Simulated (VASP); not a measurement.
Input of a VASP 6.6.1 run:

INCAR

```
SYSTEM = AlAs3
PREC = Accurate
ENCUT = 600
EDIFF = 1E-6
ISMEAR = 0
SIGMA = 0.1
LREAL = .FALSE.
LASPH = .TRUE.
NELM = 100
ALGO = Normal
ISIF = 3
LWAVE = .FALSE.
LCHARG = .FALSE.
GGA = PE
IBRION = 2
NSW = 100
EDIFFG = -0.01
```

The input KPOINTS:

```
regular mesh
0
G
  12 12 12
  0 0 0
```

File POSCAR:

```
AlAs3
1.0
    4.2048512900      0.0000000000      0.0000000000
    0.0000000000      4.2048512900      0.0000000000
    0.0000000000      0.0000000000      4.2048512900
Al As
1 3
Direct
    0.0000000000      0.0000000000      0.0000000000
    0.5000000000      0.0000000000      0.5000000000
    0.0000000000      0.5000000000      0.5000000000
    0.5000000000      0.5000000000      0.0000000000
```

Potentials or basis: VASP PAW PBE potentials, release 64 (Al, As).

Command:

```sh
$ cat potpaw_PBE.64/Al/POTCAR potpaw_PBE.64/As/POTCAR > POTCAR
$ mpirun -np 1 vasp_std > vasp.out
```

Task: Predict the band gap on the k mesh.

Result: Zero (band 9 reaches 10.73 eV, above the bottom of band 10 at 4.99 eV).

Task: What does it give for the space group after relaxing (to 0.05 Å)?

Result: Pm-3m (No. 221).

Final structure:
```xyz
4
Lattice="4.2351 0.0000 0.0000 0.0000 4.2351 0.0000 0.0000 0.0000 4.2351" Properties=species:S:1:pos:R:3 pbc="T T T"
Al    0.0000    0.0000    0.0000
As    2.1175    0.0000    2.1175
As    0.0000    2.1175    2.1175
As    2.1175    2.1175    0.0000
```
